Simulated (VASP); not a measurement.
Set up this calculation in VASP 6.6.1, as the native input.

- Task: single point
- Functional: LDA
- Potentials or basis: VASP PAW LDA potentials, release 64 (Ti_sv)
- Cutoff: 520 eV
- k mesh: 8 × 8 × 8
- Occupations: gaussian, width 0.1 eV
- Spin: no spin polarisation
- Dipole correction: no
- Further INCAR settings: ALGO = Normal; EDIFF = 1e-07; NBANDS = 12

The structure of Ti lies in POSCAR:

```
Ti
1.0
   -1.5579194690      1.5579194690      1.5579194690
    1.5579194690     -1.5579194690      1.5579194690
    1.5579194690      1.5579194690     -1.5579194690
Ti
1
Direct
    0.0000000000      0.0000000000      0.0000000000
```

One way to write it, as run:

INCAR

```
SYSTEM = Ti
ALGO = Normal
EDIFF = 1E-7
ENCUT = 520
GGA = CA
ISIF = 2
ISMEAR = 0
LASPH = .TRUE.
LCHARG = .FALSE.
LREAL = .FALSE.
LWAVE = .FALSE.
NBANDS = 12
NELM = 60
PREC = Accurate
SIGMA = 0.1
```

KPOINTS

```
k-points
0
G
  8 8 8
  0 0 0
```

Potentials or basis: VASP PAW LDA potentials, release 64 (Ti_sv).

Run with:

```bash
$ cat potpaw_LDA.64/Ti_sv/POTCAR > POTCAR
$ mpirun -np 1 vasp_std > vasp.out
```

Results of the run:

```yaml
Pressure: 6.4 GPa
Band_gap_on_the_k_mesh: zero (band 6 reaches 10.41 eV, above the bottom of band 7 at 8.72 eV)
```

Run time: 3.6 s on 1 thread of Intel Xeon 6975P-C (shared host), peak memory 0.11 GiB.
